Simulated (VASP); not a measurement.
A run of VASP 6.6.1 is set up as follows.

INCAR

```
SYSTEM = Ir
  PREC = Accurate
  ENCUT = 520
  EDIFF = 1E-6
  ISMEAR = 0
  SIGMA = 0.1
  LREAL = .FALSE.
  LASPH = .TRUE.
  NELM = 80
  ALGO = Normal
  ISIF = 2
  LWAVE = .FALSE.
  LCHARG = .FALSE.
  GGA = PS
  NBANDS = 16
```

The input KPOINTS:

```
Automatic mesh
0
G
  8 8 8
  0 0 0
```

The input POSCAR:

```
Ir
1.0
   -2.3790015229      2.3790015229      1.2977892458
    2.3790015229     -2.3790015229      1.2977892458
    2.3790015229      2.3790015229     -1.2977892458
Ir
2
Direct
    0.0000000000      0.0000000000      0.0000000000
    0.7500000000      0.2500000000      0.5000000000
```

Potentials or basis: VASP PAW PBE potentials, release 64 (Ir).

Command:

```sh
$ cat potpaw_PBE.64/Ir/POTCAR > POTCAR
$ mpirun -np 1 vasp_std > vasp.out
```

(1) Estimate the band gap on the k mesh.

(2) What does it give for the pressure?

## Answers

(1) zero (band 9 reaches 11.05 eV, above the bottom of band 10 at 8.26 eV).

(2) 23.5 GPa.

Caveat: the PAW data sets were made with another functional, which shifts forces and pressure a little; spin-orbit coupling is left out, which moves the levels of the heavy elements.
